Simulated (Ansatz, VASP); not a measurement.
## Ge in VASP and in Ansatz

File INCAR:

```
ALGO     = Normal         # electronic algorithm
EDIFF    = 1E-7           # SCF threshold, eV
ENCUT    = 520            # plane-wave cutoff, eV
GGA      = PS             # functional
ISIF     = 2              # what is computed and relaxed
ISMEAR   = -1             # smearing method
LASPH    = T              # aspherical terms in the spheres
LCHARG   = F              # write CHGCAR
LREAL    = F              # projectors in reciprocal space
LWAVE    = F              # write WAVECAR
NBANDS   = 66             # bands
NELM     = 60             # most SCF steps
PREC     = Accurate       # precision mode
SIGMA    = 0.05           # smearing width, eV
```

File KPOINTS:

```
k-points
0
Gamma
  8 8 2
```

POSCAR

```
Ge
1.0
    4.0816282823      0.0000000000      0.0000000000
   -2.0408141412      3.5347937813      0.0000000000
    0.0000000000      0.0000000000     13.4147470153
Ge
8
Direct
    0.3333333333      0.6666666667      0.1559415700
    0.6666666667      0.3333333333      0.8440584300
    0.6666666667      0.3333333333      0.6559415700
    0.3333333333      0.6666666667      0.3440584300
    0.0000000000      0.0000000000      0.0931488400
    0.0000000000      0.0000000000      0.9068511600
    0.0000000000      0.0000000000      0.5931488400
    0.0000000000      0.0000000000      0.4068511600
```

Contents of input.yaml:

```yaml
crystal:
  lattice:
    - [4.0816282823, 0.0, 0.0]
    - [-2.0408141412, 3.5347937813, 0.0]
    - [0.0, 0.0, 13.4147470153]
  atoms:
    - { symbol: Ge, position: [0.3333333333, 0.6666666667, 0.15594157] }
    - { symbol: Ge, position: [0.6666666667, 0.3333333333, 0.84405843] }
    - { symbol: Ge, position: [0.6666666667, 0.3333333333, 0.65594157] }
    - { symbol: Ge, position: [0.3333333333, 0.6666666667, 0.34405843] }
    - { symbol: Ge, position: [0.0, 0.0, 0.09314884] }
    - { symbol: Ge, position: [0.0, 0.0, 0.90685116] }
    - { symbol: Ge, position: [0.0, 0.0, 0.59314884] }
    - { symbol: Ge, position: [0.0, 0.0, 0.40685116] }
kpoints:
  mp_grid: { grid: [8, 8, 2] }
scf:
  occupations: { method: fermi_dirac, width: 0.05 }
hamiltonian:
  xc: pbesol
  pseudopotentials: { kind: all_electron, lapw: { basis_error: 0.001 } }
output:
  forces: true
  stress: true
  eigenvalues: true
```

Change from the starting cell: volume scaled by 1.06.

Alike in both runs: task single point; functional PBEsol; k mesh 8 × 8 × 2; occupations fermi-dirac, width 0.05 eV; no spin polarisation.

```csv
,VASP,Ansatz
version,VASP 6.6.1,Ansatz 0.2.0
potentials or method,"VASP PAW PBE potentials, release 64 (Ge_d), cutoff 520 eV","all-electron LAPW, scalar-relativistic"
```

Ansatz gave:

```
gap on the k mesh at the Fermi level (eV)                     : none
pressure (GPa)                                                : -3.4
traceless stress, the component that is largest in VASP (GPa) : -0.22
rms of the force components (eV/Å)                            : 0.012
```

Q: Which values does VASP return?

A: gap on the k mesh at the Fermi level (eV): none; pressure (GPa): -3.5; traceless stress, the component that is largest in VASP (GPa): -0.22; rms of the force components (eV/Å): 0.012.

VASP's potentials were made for PBE, not for PBEsol. Atom by atom the forces differ by 0.000 eV/Å (rms over components). A gap of «none» marks a metal or a gap that the smearing closes. Ansatz ran all-electron here, and VASP with PAW potentials.
